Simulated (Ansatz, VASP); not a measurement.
**AlCu3: VASP beside Ansatz**

```
CELL_PARAMETERS angstrom
3.62465 0.00000 0.00000
0.00000 3.62465 0.00000
0.00000 0.00000 3.62465
ATOMIC_POSITIONS crystal
Al 0.00000 0.00000 0.00000
Cu 0.50000 0.50000 0.00000
Cu 0.50000 0.00000 0.50000
Cu 0.00000 0.50000 0.50000
```

Alike in both runs: task single point; functional PBEsol; k mesh 12 × 12 × 12; occupations gaussian, width 0.1 eV; no spin polarisation.

|  | VASP | Ansatz |
| --- | --- | --- |
| version | VASP 6.6.1 | Ansatz 0.2.0 |
| potentials or method | VASP PAW PBE potentials, release 64 (Al, Cu), cutoff 520 eV | scalar-relativistic, plane waves, PAW |
| valence electrons in the cell | 36 | 60 |

```csv
,VASP,Ansatz,Ansatz less VASP
gap on the k mesh at the Fermi level (eV),none,none,-
pressure (GPa),1.5,0.9,-0.52
```

VASP's potentials were made for PBE, not for PBEsol. A gap of «none» marks a metal or a gap that the smearing closes. VASP's potentials hold 36 valence electrons a cell and Ansatz's 60, so a difference there can come from the potentials and not from the codes.
